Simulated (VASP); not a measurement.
AlNi3, 4 atoms in the cell. Symmetry: Pm-3m, No. 221, cubic system. Conventional cell: a = 3.451 Å, b = 3.451 Å, c = 3.451 Å, α = 90.00°, β = 90.00°, γ = 90.00°. Ni (site symmetry 4/mmm) has 8 Ni at 2.44 Å and 4 Al at 2.44 Å within 3.2 Å. Within 3.2 Å of Al (site symmetry m-3m) lie 12 Ni at 2.44 Å. 

- Program: VASP 6.6.1
- Task: single point
- Functional: r2SCAN
- Potentials or basis: VASP PAW PBE potentials, release 64 (Ni, Al)
- Cutoff: 520 eV
- k mesh: 8 × 8 × 8
- Occupations: fermi-dirac, width 0.05 eV
- Spin: collinear spin, ferromagnetic start
- Starting moments: [1.0, 1.0, 1.0, 0.0] μB
- Dipole correction: no
- Further INCAR settings: ALGO = Normal; EDIFF = 1e-07; NBANDS = 28

Potentials or basis: VASP PAW PBE potentials, release 64 (Ni, Al).

Launch:

```sh
$ cat potpaw_PBE.64/Ni/POTCAR potpaw_PBE.64/Al/POTCAR > POTCAR
$ cp INCAR.step1 INCAR
$ mpirun -np 1 vasp_std > vasp.out
$ cp INCAR.step2 INCAR
$ mpirun -np 1 vasp_std > vasp.out
```

Hardware: 1 thread of Intel(R) Xeon(R) Platinum 8488C (Sapphire Rapids) (shared host).

Problem. Estimate the wall time of this run.

Solution. Wall time 3.5 min on 1 thread of Intel(R) Xeon(R) Platinum 8488C (Sapphire Rapids), on a shared host, peak memory 0.21 GiB. Counts: k points 35.
